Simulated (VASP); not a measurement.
**Mg13Zn3S16: relaxation of volume and atoms at fixed shape with PBEsol**

Mg13Zn3S16:

```
CELL_PARAMETERS angstrom
11.19087 0.00000 0.00000
0.00000 11.19087 0.00000
0.00000 0.00000 11.19087
ATOMIC_POSITIONS crystal
Zn 0.99632 0.00052 0.00122
Zn 0.99946 0.49600 0.00157
Zn 0.74894 0.24978 0.49681
Zn 0.25041 0.99917 0.75189
Zn 0.74963 0.99969 0.24746
Zn 0.99861 0.25108 0.75027
Mg 0.99830 0.99964 0.49588
Mg 0.00099 0.50286 0.49753
Mg 0.50186 0.99567 0.00005
Mg 0.50256 0.99925 0.50104
Mg 0.50252 0.50219 0.00105
Mg 0.49897 0.49704 0.49835
Mg 0.25233 0.24950 0.00065
Mg 0.25019 0.24761 0.50116
Mg 0.24974 0.74895 0.00141
Mg 0.25220 0.75171 0.49884
Mg 0.75041 0.25181 0.00217
Mg 0.74935 0.74947 0.00307
Mg 0.74956 0.74769 0.49917
Mg 0.25040 0.00004 0.25156
Mg 0.24789 0.50277 0.25312
Mg 0.25065 0.50434 0.75287
Mg 0.75117 0.99853 0.74961
Mg 0.75094 0.50025 0.24914
Mg 0.75073 0.50108 0.75298
Mg 0.00318 0.25013 0.24696
Mg 0.00131 0.74988 0.25007
Mg 0.99957 0.74785 0.75108
Mg 0.49887 0.24981 0.25140
Mg 0.50128 0.25004 0.75201
Mg 0.49992 0.74997 0.24907
Mg 0.49906 0.75087 0.75180
S 0.12478 0.12483 0.12289
S 0.12397 0.12534 0.62390
S 0.12567 0.62661 0.12169
S 0.12452 0.62471 0.62429
S 0.62855 0.12363 0.12574
S 0.62700 0.12332 0.62338
S 0.62443 0.62372 0.12681
S 0.62552 0.62330 0.62254
S 0.37477 0.37566 0.12398
S 0.37481 0.37508 0.62766
S 0.37422 0.87800 0.12492
S 0.37310 0.87706 0.62481
S 0.87596 0.37364 0.12590
S 0.87372 0.37486 0.62270
S 0.87518 0.87563 0.12332
S 0.87718 0.87252 0.62554
S 0.37430 0.12760 0.37244
S 0.37727 0.12041 0.87262
S 0.37473 0.62545 0.37509
S 0.37494 0.62619 0.87313
S 0.87549 0.12465 0.37343
S 0.87669 0.12531 0.87416
S 0.87616 0.62440 0.37345
S 0.87389 0.62366 0.87548
S 0.12779 0.37461 0.37802
S 0.12442 0.37454 0.87739
S 0.12656 0.87462 0.37820
S 0.12760 0.87371 0.87491
S 0.62433 0.37655 0.37517
S 0.62279 0.37638 0.87548
S 0.62395 0.87615 0.37498
S 0.62354 0.87658 0.87484
```

```json
{
 "Program": "VASP 6.6.1",
 "Task": "relaxation of volume and atoms at fixed shape",
 "Functional": "PBEsol",
 "Potentials or basis": "VASP PAW PBE potentials, release 64 (Zn, Mg, S)",
 "Cutoff": "500 eV",
 "k mesh": "1 × 1 × 1, shifted",
 "Occupations": "fermi-dirac, width 0.05 eV",
 "Spin": "no spin polarisation",
 "Dipole correction": "no",
 "Further INCAR settings": "LREAL = Auto; ALGO = Normal; EDIFF = 1e-07; ISYM = -1; IBRION = 2; EDIFFG = -0.03; NSW = 100; ISIF = 8"
}
```

```
Relaxed volume                        : 21.88 Å³/atom
Relaxed cell                          : a = 11.187 Å, b = 11.187 Å, c = 11.187 Å, α = 90.00°, β = 90.00°, γ = 90.00°
Space group after relaxing (to 0.1 Å) : P1 (No. 1)
Energy gained by relaxing             : 13.1 meV/atom
Ionic steps                           : 12
Pressure after relaxing               : 0.0 GPa
Largest force after relaxing          : 0.023 eV/Å
Band gap on the k mesh                : 3.72 eV
```

Forces on the atoms (eV/Å):
```
Zn   0.011 -0.003  0.004
Zn   0.004  0.021 -0.008
Zn   0.003 -0.004  0.013
Zn   0.016  0.004 -0.004
Zn  -0.001  0.007 -0.001
Zn   0.006 -0.005  0.003
Mg   0.014  0.004  0.002
Mg   0.001 -0.009  0.004
Mg  -0.005  0.005 -0.005
Mg  -0.003 -0.010  0.001
Mg   0.000 -0.015 -0.001
Mg   0.012  0.013  0.003
Mg  -0.005  0.011  0.005
Mg  -0.002  0.003 -0.004
Mg  -0.008 -0.011 -0.004
Mg   0.001  0.004 -0.004
Mg  -0.007  0.003  0.000
Mg   0.002  0.006 -0.004
Mg  -0.009 -0.002  0.000
Mg   0.005 -0.008  0.005
Mg   0.012 -0.005 -0.002
Mg   0.006  0.003 -0.009
Mg  -0.011  0.002  0.000
Mg  -0.004  0.005  0.005
Mg   0.001 -0.003  0.001
Mg  -0.012  0.004  0.003
Mg  -0.001 -0.004  0.002
Mg   0.005 -0.001  0.001
Mg  -0.003  0.000  0.008
Mg  -0.013  0.004 -0.001
Mg   0.002 -0.010  0.004
Mg  -0.008 -0.001 -0.003
S   -0.005 -0.001  0.015
S    0.015  0.004  0.000
S   -0.002 -0.006  0.005
S   -0.010  0.004 -0.009
S    0.002  0.002 -0.001
S   -0.005 -0.002  0.004
S   -0.002 -0.007 -0.014
S    0.013  0.018  0.006
S    0.012 -0.003  0.004
S    0.007  0.001 -0.012
S    0.006  0.003  0.002
S   -0.009 -0.018  0.007
S    0.000  0.010 -0.008
S    0.004 -0.007 -0.003
S   -0.003  0.002  0.001
S   -0.006 -0.002  0.002
S   -0.008  0.000 -0.020
S    0.005  0.000  0.005
S   -0.007  0.001 -0.008
S    0.012 -0.008 -0.002
S   -0.004 -0.004  0.007
S    0.000 -0.007  0.009
S    0.003 -0.002  0.007
S   -0.004  0.003 -0.004
S    0.000  0.007 -0.010
S   -0.010  0.011  0.006
S    0.002 -0.002 -0.006
S   -0.005  0.004  0.003
S    0.004  0.000  0.004
S   -0.008  0.001  0.002
S    0.008 -0.008 -0.008
S   -0.014  0.000  0.004
```

Stress tensor (GPa, compression positive):
```
 0.03 -0.13 -0.13
-0.13  0.02 -0.15
-0.13 -0.15  0.00
```

The path:
| step | energy change (eV) | largest force (eV/Å) | pressure (GPa) | volume (Å³) |
| --- | --- | --- | --- | --- |
| 1 | 0.0000 | 0.8856 | 0.07 | 1401.49 |
| 2 | -0.4644 | 0.5340 | -0.11 | 1403.52 |
| 3 | -0.6345 | 0.3286 | -0.21 | 1405.65 |
| 4 | -0.7343 | 0.2117 | 0.07 | 1398.99 |
| 5 | -0.7685 | 0.1681 | 0.38 | 1392.05 |
| 6 | -0.8102 | 0.1152 | -0.13 | 1403.44 |
| 7 | -0.8106 | 0.1137 | -0.18 | 1404.65 |
| 8 | -0.8282 | 0.0615 | -0.01 | 1400.72 |
| 9 | -0.8294 | 0.0691 | 0.05 | 1399.39 |
| 10 | -0.8340 | 0.0361 | 0.00 | 1400.59 |
| 11 | -0.8347 | 0.0367 | -0.03 | 1401.29 |
| 12 | -0.8363 | 0.0233 | 0.02 | 1400.14 |

Final structure:
```
Zn Mg S
1.0
    11.18726    0.00000    0.00000
     0.00000   11.18726    0.00000
     0.00000    0.00000   11.18726
Zn Mg S
6 26 32
Direct
  0.99994 0.00277 0.99803
  0.99989 0.49776 0.99834
  0.75266 0.24785 0.49943
  0.24597 0.00233 0.75249
  0.75247 0.00261 0.24918
  0.99974 0.24824 0.75156
  0.99746 0.00260 0.50197
  0.99890 0.49616 0.50133
  0.50101 0.99915 0.99963
  0.50208 0.00249 0.49962
  0.50000 0.49999 0.00011
  0.50131 0.49745 0.50063
  0.24550 0.24754 0.99603
  0.24824 0.24782 0.50457
  0.24658 0.75221 0.99842
  0.24944 0.75236 0.50229
  0.75561 0.24829 0.99986
  0.75369 0.75161 0.00157
  0.75064 0.75095 0.49786
  0.24795 0.00050 0.24871
  0.24800 0.49947 0.24842
  0.24622 0.49866 0.75233
  0.75457 0.00258 0.74943
  0.75275 0.49808 0.25002
  0.75321 0.49572 0.75015
  0.99805 0.24814 0.24806
  0.99879 0.75246 0.24622
  0.00120 0.75104 0.75348
  0.50332 0.24802 0.25109
  0.50113 0.24761 0.74879
  0.50180 0.75200 0.25014
  0.49880 0.75236 0.74968
  0.12002 0.12078 0.12050
  0.12288 0.12493 0.63483
  0.11962 0.62101 0.11865
  0.12367 0.62477 0.62581
  0.63086 0.12136 0.12715
  0.63157 0.12892 0.62105
  0.62681 0.62501 0.12595
  0.62643 0.62487 0.62572
  0.37428 0.37156 0.12386
  0.37407 0.37491 0.62739
  0.37407 0.87464 0.12477
  0.37016 0.88337 0.62983
  0.88031 0.37884 0.12066
  0.87621 0.36270 0.62515
  0.87629 0.88689 0.12349
  0.87572 0.87330 0.62573
  0.37343 0.12546 0.37543
  0.37166 0.12058 0.87078
  0.37548 0.62554 0.37566
  0.37336 0.62574 0.87510
  0.86786 0.12542 0.37431
  0.88426 0.12510 0.87453
  0.87701 0.62490 0.37446
  0.87959 0.62044 0.87937
  0.12471 0.37171 0.37520
  0.11468 0.37392 0.87404
  0.12310 0.87646 0.37561
  0.12353 0.88471 0.87589
  0.63180 0.37011 0.37967
  0.62583 0.37218 0.87638
  0.63069 0.88109 0.36991
  0.62828 0.87589 0.87378
```

Levels at points of the mesh, in eV from the valence-band top:
```tsv
k point	band 154	band 155	band 156	band 157	band 158	band 159	band 160	band 161	band 162	band 163
(0.25, 0.25, 0.25)	-0.24	-0.20	-0.17	-0.01	0.00	3.72	4.02	4.04	4.04	4.45
```

Run time: 49 min on 1 thread of Intel(R) Xeon(R) 6975P-C (Granite Rapids) (shared host), peak memory 1.4 GiB.

Caveat: the PAW data sets were made with another functional, which shifts forces and pressure a little; a shifted mesh leaves out Γ, where band edges can lie. A k mesh can miss the band edges.
